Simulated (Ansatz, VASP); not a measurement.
## NbAs: VASP beside Ansatz

INCAR

```
SYSTEM = NbAs
PREC = Accurate
ENCUT = 500
EDIFF = 1E-7
ISMEAR = 0
SIGMA = 0.2
LREAL = .FALSE.
LASPH = .TRUE.
NELM = 120
ALGO = Normal
ISIF = 3
LWAVE = .FALSE.
LCHARG = .FALSE.
GGA = PE
IBRION = 2
NSW = 36
EDIFFG = -0.08
GGA_COMPAT = .FALSE.
NELMIN = 4
```

The input KPOINTS:

```
Automatic mesh
0
G
  7 7 6
  0 0 0
```

Contents of POSCAR:

```
NbAs
1.0
    3.4500000000      0.0000000000      0.0000000000
   -1.7250000000      2.9877876400      0.0000000000
    0.0000000000      0.0000000000      3.5000000000
Nb As
1 1
Direct
    0.0000000000      0.0000000000      0.0000000000
    0.3333333300      0.6666666700      0.5000000000
```

Input for Ansatz:

```yaml
crystal:
  lattice:
    - [3.45, 0.0, 0.0]
    - [-1.725, 2.98778764, 0.0]
    - [0.0, 0.0, 3.5]
  atoms:
    - { symbol: Nb, position: [0.0, 0.0, 0.0] }
    - { symbol: As, position: [0.33333333, 0.66666667, 0.5] }
basis:
  ecutwfc: 420
kpoints:
  mp_grid: { grid: [7, 7, 6] }
hamiltonian:
  xc: pbe
scf:
  occupations: { method: gaussian, width: 0.2 }
  lower_state_search: "off"
output:
  forces: true
  stress: true
  eigenvalues: true
relax:
  adjacent_minimum: "off"
  f_tol: 0.08
  max_steps: 16
  cell: { stress_tol: 0.8 }
```

Alike in both runs: task relaxation of cell and atoms; functional PBE; k mesh 7 × 7 × 6; occupations gaussian, width 0.2 eV; no spin polarisation.

|  | VASP | Ansatz |
| --- | --- | --- |
| version | VASP 6.6.1 | Ansatz 0.2.0 |
| potentials or method | VASP PAW PBE potentials, release 64 (Nb_sv, As), cutoff 500 eV | scalar-relativistic, plane waves, PAW |
| valence electrons in the cell | 18 | 28 |

|  | VASP | Ansatz | Ansatz less VASP |
| --- | --- | --- | --- |
| gap on the k mesh at the Fermi level, each at its own relaxed structure (eV) | none | none | - |
| relaxed volume (Å³/atom) | 17.75 | 17.77 | +0.020 |
| relaxed cell length with the largest relative difference (Å) | 3.433 | 3.434 | +0.0013 |

A gap of «none» marks a metal or a gap that the smearing closes. VASP's potentials hold 18 valence electrons a cell and Ansatz's 28, so a difference there can come from the potentials and not from the codes.
